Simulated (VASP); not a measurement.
# SnO2 (C222_1) in VASP: notebook, part 2 of 2

VASP 6.6.1. Earlier steps stand in the parts before.

## 5. Single point, PBE+D3(BJ) (atoms displaced along a vibrational mode, the cell strained)

INCAR

```
SYSTEM = SnO2
PREC     = Accurate       ! precision mode
ENCUT    = 520            ! plane-wave cutoff, eV
EDIFF    = 1E-7           ! SCF threshold, eV
ISMEAR   = 0              ! smearing method
SIGMA    = 0.05           ! smearing width, eV
LREAL    = .FALSE.        ! projectors in reciprocal space
LASPH    = .TRUE.         ! aspherical terms in the spheres
NELM     = 60             ! most SCF steps
ALGO     = Normal         ! electronic algorithm
ISIF     = 2              ! what is computed and relaxed
LWAVE    = .FALSE.        ! write WAVECAR
LCHARG   = .FALSE.        ! write CHGCAR
GGA      = PE             ! functional
IVDW     = 12             ! dispersion correction
NBANDS   = 35             ! bands
```

KPOINTS

```
Automatic mesh
0
G
  12 12 4
  0 0 0
```

POSCAR

```
SnO2
1.0
    3.2648065132      0.0000000000      0.0000000000
   -1.6324032566      2.8274053789      0.0000000000
    0.0000000000      0.0000000000     10.5056250869
Sn O
2 4
Direct
   -0.0389919738      0.0000000000      0.5000000000
    0.0389919738      0.0000000000      0.0000000000
    0.6271796222      0.3333333333      0.4017901351
    0.7061537111      0.3333333333      0.0982098649
    0.2938462889      0.6666666667      0.5982098649
    0.3728203778      0.6666666667      0.9017901351
```

Potentials or basis: VASP PAW PBE potentials, release 64 (Sn_d, O).

On the command line:

```sh
cat potpaw_PBE.64/Sn_d/POTCAR potpaw_PBE.64/O/POTCAR > POTCAR
mpirun -np 1 vasp_std > vasp.out
```

OUTCAR:

```text
SYSTEM = SnO2
   PREC = Accurate
   ENCUT = 520
   EDIFF = 1E-7
   ISMEAR = 0
   LREAL = .FALSE.
   LASPH = .TRUE.
   NELM = 60
   ISIF = 2
   GGA = PE
   IVDW = 12
 IVDW          = 12

 ion  position               nearest neighbor table
   1  0.961  0.000  0.500-   5 2.15   3 2.15   5 2.15   3 2.15   3 2.15   5 2.15
   2  0.039  0.000  0.000-   4 2.15   6 2.15   4 2.15   6 2.15   6 2.15   4 2.15
   3  0.627  0.333  0.402-   1 2.15   1 2.15   1 2.15
   4  0.706  0.333  0.098-   2 2.15   2 2.15   2 2.15
   5  0.294  0.667  0.598-   1 2.15   1 2.15   1 2.15
   6  0.373  0.667  0.902-   2 2.15   2 2.15   2 2.15

  LATTYP: Found a hexagonal cell.
 ALAT       =     3.2648065132
 C/A-ratio  =     3.2178400295

  Lattice vectors:

 A1 = (   3.2648065132,   0.0000000000,   0.0000000000)
 A2 = (  -1.6324032566,   2.8274053789,   0.0000000000)
 A3 = (   0.0000000000,   0.0000000000,  10.5056250869)

Analysis of symmetry for initial positions (statically):
=====================================================================
 Subroutine PRICEL returns:
 Original cell was already a primitive cell.

 Routine SETGRP: Setting up the symmetry group for a
 hexagonal supercell.

 Subroutine GETGRP returns: Found  4 space group operations
[... 181 lines left out ...]

 k-point     1 :       0.0000    0.0000    0.0000
  band No.  band energies     occupation
      1     -17.8336      2.00000
      2     -17.8330      2.00000
      3     -17.6595      2.00000
      4     -17.6595      2.00000
      5     -17.6594      2.00000
      6     -17.6594      2.00000
[... 901 lines left out ...]
     34      13.7091      0.00000
     35      13.8047      0.00000

 [... further k-points ...]

------------------------ aborting loop because EDIFF is reached ----------------------------------------

 Edisp (eV)   -0.93726

 E8    (eV) :    -0.3666

  FORCE on cell =-STRESS in cart. coord.  units (eV):
  Direction    XX          YY          ZZ          XY          YZ          ZX
  --------------------------------------------------------------------------------------
  -------------------------------------------------------------------------------------
  Total      -3.97137    -3.98348    -2.10840     0.00000     0.00000     0.00000
  in kB     -65.61197   -65.81215   -34.83340     0.00000     0.00000     0.00000
  external pressure =      -55.42 kB  Pullay stress =        0.00 kB

 VOLUME and BASIS-vectors are now :
 -----------------------------------------------------------------------------
  energy-cutoff  :      520.00
  volume of cell :       96.98
      direct lattice vectors                 reciprocal lattice vectors
     3.264806513  0.000000000  0.000000000     0.306296865  0.176840577  0.000000000
    -1.632403257  2.827405379  0.000000000     0.000000000  0.353681155  0.000000000
     0.000000000  0.000000000 10.505625087     0.000000000  0.000000000  0.095187101

 POSITION                                       TOTAL-FORCE (eV/Angst)
 -----------------------------------------------------------------------------------
      3.13751      0.00000      5.25281        -0.020029      0.000000     -0.000000
      0.12730      0.00000      0.00000         0.020029      0.000000     -0.000000
      1.50349      0.94247      4.22106        -0.003281     -0.000484      0.447472
      1.76132      0.94247      1.03176         0.003281     -0.000484     -0.447472
     -0.12892      1.88494      6.28457        -0.003281      0.000484     -0.447472
      0.12892      1.88494      9.47387         0.003281      0.000484      0.447472
 -----------------------------------------------------------------------------------
    total drift:                                0.000000      0.000000     -0.000000

  FREE ENERGIE OF THE ION-ELECTRON SYSTEM (eV)
  ---------------------------------------------------
  free  energy   TOTEN  =       -37.2230929920 eV

  energy  without entropy=      -37.2230929920  energy(sigma->0) =      -37.22309299
```

stdout:

```text
POSCAR found type information on POSCAR SnO
 POSCAR found :  2 types and       6 ions
 scaLAPACK will be used
 LDA part: xc-table for (Slater+PW92), standard interpolation
 POSCAR, INCAR and KPOINTS ok, starting setup
 FFT: planning ... GRIDC
 FFT: planning ... GRID_SOFT
 FFT: planning ... GRID
 WAVECAR not read
 entering main loop
```

Run time: 2.6 min. Hardware: 1 thread of AMD EPYC 9R45 (Zen 5), shared host; peak memory 0.42 GiB.

What came out:

| Quantity | Value |
| --- | --- |
| Free energy | -37.2231 eV |
| Pressure | -5.5 GPa |
| Largest force | 0.447 eV/Å |
| Band gap on the k mesh | 1.78 eV (least direct gap 2.08 eV) |
| Dispersion energy per atom | -0.156 eV |

Forces on the atoms (eV/Å):
```
Sn  -0.020  0.000  0.000
Sn   0.020  0.000  0.000
O   -0.003  0.000  0.447
O    0.003  0.000 -0.447
O   -0.003  0.000 -0.447
O    0.003  0.000  0.447
```

Stress tensor (GPa, compression positive):
```
-6.56  0.00  0.00
 0.00 -6.58  0.00
 0.00  0.00 -3.48
```

Levels at points of the mesh, in eV from the valence-band top:
| k point | band 22 | band 23 | band 24 | band 25 | band 26 | band 27 | band 28 | band 29 | band 30 | band 31 |
| --- | --- | --- | --- | --- | --- | --- | --- | --- | --- | --- |
| (0.00, 0.00, 0.00) | -0.95 | -0.95 | -0.92 | -0.92 | -0.30 | 1.78 | 2.60 | 5.15 | 5.57 | 10.29 |
| (0.50, 0.00, 0.00) | -1.14 | -0.64 | -0.58 | -0.56 | -0.08 | 4.71 | 4.86 | 6.66 | 7.30 | 9.62 |
| (0.00, 0.50, 0.00) | -1.14 | -0.63 | -0.58 | -0.57 | -0.08 | 4.71 | 4.86 | 6.65 | 7.31 | 9.61 |
| (0.00, 0.00, 0.50) | -0.93 | -0.93 | -0.93 | -0.71 | -0.71 | 2.22 | 2.22 | 5.37 | 5.37 | 10.49 |
| (0.50, 0.00, 0.50) | -1.35 | -0.61 | -0.61 | -0.29 | -0.29 | 4.79 | 4.79 | 6.96 | 6.96 | 9.81 |
| (0.00, 0.50, 0.50) | -1.35 | -0.61 | -0.61 | -0.29 | -0.29 | 4.79 | 4.79 | 6.96 | 6.96 | 9.80 |

Caveat: the cell differs from its parent crystal (atoms displaced along a vibrational mode, the cell strained); the cell stands under tension; spin-orbit coupling is left out, which moves the levels of the heavy elements. A k mesh can miss the band edges.

## 6. The runs side by side

| cell | gap on the mesh (eV) | pressure (GPa) | largest force (eV/Å) |
| --- | --- | --- | --- |
| a = 3.291, b = 3.291, c = 10.591 Å, angles 90.0, 90.0, 120.0°, 6 atoms, atomic positions A | 1.75 | -8.2 | 0.64 |
| a = 3.291, b = 3.291, c = 10.591 Å, angles 90.0, 90.0, 120.0°, 6 atoms, atomic positions B | 1.65 | -8.0 | 0.66 |
| a = 3.265, b = 3.265, c = 10.506 Å, angles 90.0, 90.0, 120.0°, 6 atoms, atomic positions C | 1.82 | -5.6 | 0.43 |
| a = 3.265, b = 3.265, c = 10.506 Å, angles 90.0, 90.0, 120.0°, 6 atoms, atomic positions B | 1.78 | -5.5 | 0.45 |

Alike in all rows: task single point; level PBE+D3(BJ); potentials or basis VASP PAW PBE potentials, release 64 (Sn_d, O); no spin polarisation; k mesh 12 × 12 × 4; cutoff (eV) 520; smearing gaussian 0.05 eV.

Caveats: the cell stands under tension; spin-orbit coupling is left out, which moves the levels of the heavy elements.

Total energies depend on the potentials used, so only differences within one code and one set of settings carry meaning.
